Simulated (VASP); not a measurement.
# B17N16 (a cell with a defect) in VASP: a series of runs

Runs on B17N16 (a cell with a defect). Level: PBE+D3(BJ). Tasks: single point.

All numbers are computed with VASP 6.6.1; they aren't measurements. Logs are shortened: lines on timing, memory, paths and dates and some standing lists are left out, and cuts for length are marked.

**1. The cell of the first run**

The cell holds a defect, 33 atoms: a = 6.660 Å, b = 6.660 Å, c = 6.660 Å, α = 97.63°, β = 97.63°, γ = 97.63°.

**2. Single point, PBE+D3(BJ) (with an interstitial atom, then relaxed in part)**

File INCAR:

```
SYSTEM = B17N16
PREC = Accurate
ENCUT = 520
EDIFF = 1E-6
ISMEAR = 0
SIGMA = 0.01
LREAL = Auto
LASPH = .True.
NELM = 60
ALGO = Normal
ISIF = 2
LWAVE = .False.
LCHARG = .False.
GGA = PE
IVDW = 12
NELECT = 130.0
NBANDS = 88
```

File KPOINTS:

```
Automatic mesh
0
Gamma
  2 2 2
  0.5 0.5 0.5
```

File POSCAR:

```
B17N16
1.0
   -5.0122276282      2.8938109704      3.2948837601
    0.0000000000     -5.7876219408      3.2948837600
    5.0122276282      2.8938109704      3.2948837601
B N
17 16
Direct
    0.2424070385      0.7512664018      1.0007823843
    0.4856271667      0.4961477965      0.9910723101
    0.7674630360      0.2642201412      1.0236847424
    0.9945742939      0.7497696319      0.2543314786
    1.0048018601      1.0077444907      1.0133687176
    0.2326977935      0.4961453227      0.2440041784
    0.4741438893      0.2088781610      0.2325205744
    0.7044880488      0.7010518048      0.4628590469
    0.7442080477      0.9881256293      0.2501023840
    1.0065007331      0.5066492841      0.5164980348
    0.2653091485      0.2642198775      0.5258358345
    0.4959473324      0.7497614382      0.7529413172
    0.4917213455      0.9881192527      0.5025765306
    0.7581194764      0.5066441800      0.7648721547
    1.0142199364      0.2646502638      0.7725951093
    0.2549896348      1.0077427305      0.7631739966
    0.5575896231      0.4915373143      0.3159636645
    0.5585643369      0.0531118301      0.3169377634
    0.8258323288      0.8254097500      0.3308352881
    0.0763460789      0.5776836698      0.3352718980
    0.3415800927      0.0925615720      0.5975302787
    0.3498243603      0.3444241385      0.3432360955
    0.5724504256      0.8253996901      0.5841984604
    0.8378771430      0.5819204492      0.5962527964
    0.0950698908      0.0968104919      0.8534464172
    0.1012113026      0.3489909558      0.6062433236
    0.3329846723      0.8365422904      0.8414350613
    0.5768915220      0.5776769748      0.8347137854
    0.8391620618      0.0925652129      0.0999602188
    0.8478659571      0.3489863962      0.8595835618
    0.0830643691      0.8365452299      0.0913643990
    0.3147144944      0.5701953573      0.0730910986
    0.5848590108      0.3444235643      0.1081952796
```

Potentials or basis: VASP PAW PBE potentials, release 64 (B, N).

Run with:

```bash
$ cat potpaw_PBE.64/B/POTCAR potpaw_PBE.64/N/POTCAR > POTCAR
$ mpirun -np 1 vasp_std > vasp.out
```

OUTCAR:

```text
SYSTEM = B17N16
   PREC = Accurate
   ENCUT = 520
   EDIFF = 1E-6
   ISMEAR = 0
   LREAL = Auto
   LASPH = .True.
   NELM = 60
   ISIF = 2
   GGA = PE
   IVDW = 12
   NELECT = 130.0
 IVDW          = 12

 ion  position               nearest neighbor table
   1  0.242  0.751  0.001-  31 1.43  27 1.43  32 1.47
   2  0.486  0.496  0.991-  28 1.41  32 1.44  33 1.52  17 2.16
   3  0.767  0.264  0.024-  29 1.42  30 1.43  33 1.53
   4  0.995  0.750  0.254-  19 1.42  31 1.45  20 1.47
   5  0.005  0.008  0.013-  31 1.44  25 1.45  29 1.45
   6  0.233  0.496  0.244-  20 1.41  32 1.44  22 1.52  17 2.16
   7  0.474  0.209  0.233-  18 1.39  22 1.49  33 1.49  17 1.88
   8  0.704  0.701  0.463-  19 1.52  23 1.52  24 1.54  17 1.70
   9  0.744  0.988  0.250-  19 1.41  29 1.46  18 1.47
  10  0.007  0.507  0.516-  24 1.43  26 1.45  20 1.46
  11  0.265  0.264  0.526-  21 1.42  26 1.43  22 1.53
  12  0.496  0.750  0.753-  23 1.42  27 1.45  28 1.47
  13  0.492  0.988  0.503-  23 1.41  21 1.46  18 1.47
  14  0.758  0.507  0.765-  24 1.43  30 1.45  28 1.46
  15  0.014  0.265  0.773-  25 1.44  30 1.46  26 1.46
  16  0.255  0.008  0.763-  27 1.44  25 1.45  21 1.45
  17  0.558  0.492  0.316-  22 1.63  33 1.63   8 1.70   7 1.88   6 2.16   2 2.16
  18  0.559  0.053  0.317-   7 1.39   9 1.47  13 1.47
  19  0.826  0.825  0.331-   9 1.41   4 1.42   8 1.52
  20  0.076  0.578  0.335-   6 1.41  10 1.46   4 1.47
  21  0.342  0.093  0.598-  11 1.42  16 1.45  13 1.46
  22  0.350  0.344  0.343-   7 1.49   6 1.52  11 1.53  17 1.63
  23  0.572  0.825  0.584-  13 1.41  12 1.42   8 1.52
  24  0.838  0.582  0.596-  14 1.43  10 1.43   8 1.54
  25  0.095  0.097  0.853-  15 1.44   5 1.45  16 1.45
  26  0.101  0.349  0.606-  11 1.43  10 1.45  15 1.46
  27  0.333  0.837  0.841-   1 1.43  16 1.44  12 1.45
  28  0.577  0.578  0.835-   2 1.41  14 1.46  12 1.47
  29  0.839  0.093  0.100-   3 1.42   5 1.45   9 1.46
  30  0.848  0.349  0.860-   3 1.43  14 1.45  15 1.46
  31  0.083  0.837  0.091-   1 1.43   5 1.44   4 1.45
  32  0.315  0.570  0.073-   2 1.44   6 1.44   1 1.47
  33  0.585  0.344  0.108-   7 1.49   2 1.52   3 1.53  17 1.63

  LATTYP: Found a trigonal (rhomboedric) cell.
 ALAT       =     6.6597917927
 COS(alpha) =    -0.1328444049

  Lattice vectors:

 A1 = (  -5.0122276282,   2.8938109704,   3.2948837601)
 A2 = (   0.0000000000,  -5.7876219408,   3.2948837600)
 A3 = (   5.0122276282,   2.8938109704,   3.2948837601)

Analysis of symmetry for initial positions (statically):
=====================================================================
 Subroutine PRICEL returns:
 Original cell was already a primitive cell.

 Routine SETGRP: Setting up the symmetry group for a
 trigonal (rhombohedral) supercell.

 Subroutine GETGRP returns: Found  1 space group operations
 (whereof  1 operations were pure point group operations)
 out of a pool of 12 trial point group operations.

The static configuration has the point symmetry C_1 .

Analysis of symmetry for dynamics (positions and initial velocities):
=====================================================================
 Subroutine PRICEL returns:
 Original cell was already a primitive cell.

 Routine SETGRP: Setting up the symmetry group for a
 trigonal (rhombohedral) supercell.

 Subroutine GETGRP returns: Found  1 space group operations
 (whereof  1 operations were pure point group operations)
 out of a pool of 12 trial point group operations.

The dynamic configuration has the point symmetry C_1 .

 Subroutine INISYM returns: Found  1 space group operations
 (whereof  1 operations are pure point group operations),
 and found     1 'primitive' translations

----------------------------------------------------------------------------------------

                                     Primitive cell

  volume of cell :     286.7426

  direct lattice vectors                    reciprocal lattice vectors
    -5.012227628  2.893810970  3.294883760    -0.099756044  0.057594179  0.101166948
     0.000000000 -5.787621941  3.294883760     0.000000000 -0.115188358  0.101166948
     5.012227628  2.893810970  3.294883760     0.099756044  0.057594179  0.101166948

  length of vectors
     6.659791793  6.659791793  6.659791793     0.153307238  0.153307238  0.153307238

  position of ions in fractional coordinates (direct lattice)
     0.242407038  0.751266402  0.000782384
     0.485627167  0.496147796  0.991072310
     0.767463036  0.264220141  0.023684742
     0.994574294  0.749769632  0.254331479
     0.004801860  0.007744491  0.013368718
     0.232697794  0.496145323  0.244004178
[... 25 lines left out ...]
     0.314714494  0.570195357  0.073091099
     0.584859011  0.344423564  0.108195280

  ion indices of the primitive-cell ions
   primitive index   ion index
                 1           1
                 2           2
                 3           3
                 4           4
                 5           5
                 6           6
[... 25 lines left out ...]
                32          32
                33          33

----------------------------------------------------------------------------------------

 KPOINTS: Automatic mesh

Automatic generation of k-mesh.
 Grid dimensions read from file:
 generate k-points for:    2    2    2

 Generating k-lattice:

  Cartesian coordinates                     Fractional coordinates (reciprocal lattice)
    -0.049878022  0.028797089  0.050583474     0.500000000  0.000000000  0.000000000
     0.000000000 -0.057594179  0.050583474     0.000000000  0.500000000  0.000000000
     0.049878022  0.028797089  0.050583474     0.000000000  0.000000000  0.500000000

  Length of vectors
     0.076653619  0.076653619  0.076653619

  Shift w.r.t. Gamma in fractional coordinates (k-lattice)
     0.500000000  0.500000000  0.500000000

 Subroutine IBZKPT returns following result:
 ===========================================

 Found      4 irreducible k-points:

 Following reciprocal coordinates:
            Coordinates               Weight
  0.250000  0.250000  0.250000      2.000000
 -0.250000  0.250000  0.250000      2.000000
  0.250000 -0.250000  0.250000      2.000000
  0.250000  0.250000 -0.250000      2.000000
   k-points           NKPTS =      4   k-points in BZ     NKDIM =      4   number of bands    NBANDS=     88
   number of dos      NEDOS =    301   number of ions     NIONS =     33
   total plane-waves  NPLWV = 125000
   dimension x,y,z NGX =    50 NGY =   50 NGZ =   50
   dimension x,y,z NGXF=   100 NGYF=  100 NGZF=  100
   ions per type =              17  16
   NGX,Y,Z   is equivalent  to a cutoff of  12.48, 12.48, 12.48 a.u.
   NGXF,Y,Z  is equivalent  to a cutoff of  24.96, 24.96, 24.96 a.u.
 SYSTEM =  B17N16
   PREC   = accura    normal or accurate (medium, high low for compatibility)
   ISTART =      0    job   : 0-new  1-cont  2-samecut
   ICHARG =      2    charge: 1-file 2-atom 10-const
   ISPIN  =      1    spin polarized calculation?
   LNONCOLLINEAR =      F non collinear calculations
   LSORBIT =      F    spin-orbit coupling
   LASPH  =      T    aspherical Exc in radial PAW
   ENCUT  =  520.0 eV  38.22 Ry    6.18 a.u.  12.38 12.38 12.38*2*pi/ulx,y,z
   NELM   =     60;   NELMIN=  2; NELMDL= -5     # of ELM steps
   EDIFF  = 0.1E-05   stopping-criterion for ELM
   LREAL  =      T    real-space projection
   EDIFFG = 0.1E-04   stopping-criterion for IOM
   NSW    =      0    number of steps for IOM
   IBRION =     -1    ionic relax: 0-MD 1-quasi-New 2-CG
   NFREE  =      0    steps in history (QN), initial steepest desc. (CG)
   ISIF   =      2    stress and relaxation
   ISYM   =      2    0-nonsym 1-usesym 2-fastsym
   POTIM  = 0.5000    time-step for ionic-motion
   TEBEG  =    0.0;   TEEND  =   0.0 temperature during run
   PSTRESS=    0.0 pullay stress
   NELECT =     130.0000    total number of electrons
   NUPDOWN=      -1.0000    fix difference up-down
   EMIN   =  10.00;   EMAX   =-10.00  energy-range for DOS
   EFERMI =   0.00;   METHOD = LEGACY
   ISMEAR =     0;   SIGMA  =   0.01  broadening in eV -4-tet -1-fermi 0-gaus
   EFERMI_NEDOS =   21; number of points for ismear=-14 and -15
   IALGO  =     38    algorithm
   IMIX   =      4    mixing-type and parameters
     AMIX     =   0.40;   BMIX     =  1.00
     AMIX_MAG =   1.60;   BMIX_MAG =  1.00
  volume/ion in A,a.u.               =       8.69        58.64
  Fermi-wavevector in a.u.,A,eV,Ry     =   1.257646  2.376607 21.519984  1.581674
  Thomas-Fermi vector in A             =   2.391295
   LORBIT       =      0    0 simple, 1 ext, 2 COOP (PROOUT), +10 PAW based schemes
   GGA     = PE    functional components
   LHFCALC =     F    Hartree Fock is set to
   AEXX    =    0.0000 exact exchange contribution
   IVDW    =    12    specifies the selected vdW correction
   LEPSILON=     F    determine dielectric tensor
   LRPA    =     F    only Hartree local field effects (RPA)
 non-spin polarized calculation
 Gauss-broadening in eV      SIGMA  =   0.01
  energy-cutoff  :      520.00
  volume of cell :      286.74
 maximum number of plane-waves:      7728
 NGX is ok and might be reduce to    50
   NGX = 25   NGY = 25   NGZ = 25

 number of electron     130.0000003 magnetization

 Free energy of the ion-electron system (eV)
  ---------------------------------------------------
  ext. energy  EPLUGINS =         0.00000000
  ---------------------------------------------------
  free energy    TOTEN  =      -286.92971412 eV

  energy without entropy =     -286.92971412  energy(sigma->0) =     -286.92971412

 E-fermi :   3.7006     XC(G=0): -10.2484

 val. band max:        3.5847657651   @ k =   0.2500   0.2500   0.2500
 cond. band min:       5.8978895828   @ k =   0.2500  -0.2500   0.2500
 fundamental gap:      2.3131238176
 Fermi energy:         3.7005541418

 k-point     1 :       0.2500    0.2500    0.2500
  band No.  band energies     occupation
      1     -16.4162      2.00000
      2     -14.5751      2.00000
      3     -14.4291      2.00000
      4     -14.2059      2.00000
      5     -13.7472      2.00000
      6     -13.7094      2.00000
[... 69 lines left out ...]
     76       9.3139      0.00000
     77       9.9475      0.00000

 k-point     2 :      -0.2500    0.2500    0.2500
  band No.  band energies     occupation
      1     -16.4100      2.00000
      2     -14.7632      2.00000
      3     -14.3691      2.00000
      4     -14.1667      2.00000
      5     -13.7070      2.00000
      6     -13.5170      2.00000
[... 69 lines left out ...]
     76       9.6438      0.00000
     77       9.9206      0.00000

 k-point     3 :       0.2500   -0.2500    0.2500
  band No.  band energies     occupation
      1     -16.4110      2.00000
      2     -14.6764      2.00000
      3     -14.4776      2.00000
      4     -14.2355      2.00000
      5     -13.6065      2.00000
      6     -13.4047      2.00000
[... 69 lines left out ...]
     76       9.8481      0.00000
     77       9.9065      0.00000

 k-point     4 :       0.2500    0.2500   -0.2500
  band No.  band energies     occupation
      1     -16.4100      2.00000
      2     -14.7632      2.00000
      3     -14.3691      2.00000
      4     -14.1667      2.00000
      5     -13.7071      2.00000
      6     -13.5170      2.00000
[... 69 lines left out ...]
     76       9.6438      0.00000
     77       9.9205      0.00000
 [bands above 77 left out]

------------------------ aborting loop because EDIFF is reached ----------------------------------------

 Edisp (eV)   -4.84036

 E8    (eV) :    -1.4273

  FORCE on cell =-STRESS in cart. coord.  units (eV):
  Direction    XX          YY          ZZ          XY          YZ          ZX
  --------------------------------------------------------------------------------------
  -------------------------------------------------------------------------------------
  Total      -8.47012    -1.11414    -6.57154    -0.00064     0.53464    -0.00089
  in kB     -47.32689    -6.22528   -36.71855    -0.00358     2.98728    -0.00499
  external pressure =      -30.09 kB  Pullay stress =        0.00 kB

 VOLUME and BASIS-vectors are now :
 -----------------------------------------------------------------------------
  energy-cutoff  :      520.00
  volume of cell :      286.74
      direct lattice vectors                 reciprocal lattice vectors
    -5.012227628  2.893810970  3.294883760    -0.099756044  0.057594179  0.101166948
     0.000000000 -5.787621941  3.294883760     0.000000000 -0.115188358  0.101166948
     5.012227628  2.893810970  3.294883760     0.099756044  0.057594179  0.101166948

 POSITION                                       TOTAL-FORCE (eV/Angst)
 -----------------------------------------------------------------------------------
     -1.21108     -3.64430      3.27662         0.000543     -0.003720      0.000129
      2.53341      1.40177      6.50030        -0.012345     -0.004551     -0.004551
     -3.72799      0.76023      3.47731         0.005022     -0.006935      0.000702
     -3.71027     -0.72529      6.58540        -0.000417      0.004994      0.001197
      0.04294      0.00776      0.08539        -0.001400      0.000255      0.000615
      0.05667     -1.49202      3.20542         0.012666     -0.005493     -0.004992
[... 25 lines left out ...]
     -1.21107     -2.17784      3.15650        -0.000104     -0.000765      0.000371
     -2.38915      0.01217      3.41837        -0.024899      0.002181     -0.001504
 -----------------------------------------------------------------------------------
    total drift:                               -0.002223      0.010903     -0.003505

  FREE ENERGIE OF THE ION-ELECTRON SYSTEM (eV)
  ---------------------------------------------------
  free  energy   TOTEN  =      -291.7700726941 eV

  energy  without entropy=     -291.7700726941  energy(sigma->0) =     -291.77007269
```

Run time: 88 s. Hardware: 1 thread of Intel Xeon 6975P-C (Granite Rapids), shared host; peak memory 0.36 GiB.

Results:

| Item | Value |
| --- | --- |
| Free energy | -291.7701 eV |
| Largest force | 0.029 eV/Å |
| Dispersion energy per atom | -0.147 eV |

Forces on the atoms (eV/Å):
```
B    0.001 -0.004  0.000
B   -0.012 -0.005 -0.005
B    0.005 -0.007  0.001
B    0.000  0.005  0.001
B   -0.001  0.000  0.001
B    0.013 -0.005 -0.005
B   -0.001  0.026 -0.014
B    0.001 -0.001  0.000
B    0.003  0.001  0.001
B   -0.005 -0.002  0.004
B   -0.005 -0.007  0.001
B    0.001  0.004  0.002
B   -0.003 -0.001  0.002
B    0.004 -0.002  0.003
B    0.000 -0.001  0.001
B    0.000  0.000  0.000
B    0.000 -0.006  0.027
N    0.000 -0.009  0.001
N   -0.001 -0.003 -0.004
N   -0.003  0.004  0.001
N   -0.001  0.002 -0.002
N    0.025  0.002 -0.001
N    0.001 -0.003 -0.003
N    0.000  0.003 -0.006
N    0.000  0.001 -0.002
N   -0.001 -0.001 -0.001
N    0.000  0.003  0.000
N    0.004  0.003  0.001
N    0.002  0.002 -0.002
N    0.001 -0.001 -0.001
N   -0.001  0.003  0.000
N    0.000 -0.001  0.000
N   -0.025  0.002 -0.002
```

Caveat: the cell carries a net charge on a neutralising background, which shifts energy and pressure; the cell differs from its parent crystal (with an interstitial atom, then relaxed in part); the cell is charged against a uniform background, so pressure and absolute levels hang on convention.

(Continued in part 2 of 2.)
